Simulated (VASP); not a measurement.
Runs of VASP 6.6.1 on Si2C3. The structure is that of space group P4/mmm (No. 123), or close to it. The cells are those of the table. 

| cell | k mesh | gap on the mesh (eV) | pressure (GPa) | largest force (eV/Å) |
| --- | --- | --- | --- | --- |
| a = 3.710, b = 3.710, c = 4.840 Å, 5 atoms | 4 × 4 × 4 | none | -0.1 | - |
| a = 3.523, b = 3.523, c = 6.144 Å, 5 atoms | 5 × 5 × 3 | none | -0.1 | 0.05 |
| a = 3.796, b = 4.860, c = 3.554 Å, 5 atoms | 4 × 4 × 3 | none | (a) | - |
| a = 3.482, b = 3.482, c = 5.198 Å, 5 atoms | 4 × 4 × 3 | none | -0.3 | 0.06 |

Alike in all rows: task single point; level PBE; potentials or basis VASP PAW PBE potentials, release 64 (Si, C); no spin polarisation; cutoff (eV) 600; smearing gaussian 0.2 eV.

Estimate the missing entries.

(a) 0.1.

Caveats: some runs use coarse meshes.

A gap of «none» marks levels without a gap at the run's occupations.
